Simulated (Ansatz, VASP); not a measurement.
# One calculation of GaP, two programs

```
CELL_PARAMETERS angstrom
0.00000 2.69635 2.69635
2.69635 0.00000 2.69635
2.69635 2.69635 0.00000
ATOMIC_POSITIONS crystal
Ga 0.00000 0.00000 0.00000
P 0.25000 0.25000 0.25000
```

Alike in both runs: task single point; functional PBE; k mesh 8 × 8 × 8; occupations gaussian, width 0.02 eV; no spin polarisation.

|  | VASP | Ansatz |
| --- | --- | --- |
| version | VASP 6.6.1 | Ansatz 0.2.0 |
| potentials or method | VASP PAW PBE potentials, release 64 (Ga_d, P), cutoff 520 eV | scalar-relativistic, plane waves, PAW |
| valence electrons in the cell | 18 | 18 |

```tsv
	VASP	Ansatz	Ansatz less VASP
gap on the k mesh at the Fermi level (eV)	1.59	1.59	0.000
least direct gap on the mesh (eV)	2.09	2.09	+0.001
pressure (GPa)	5.5	5.5	+0.04
```

With one functional, cell and mesh, what is left measures potentials, basis and numerics.
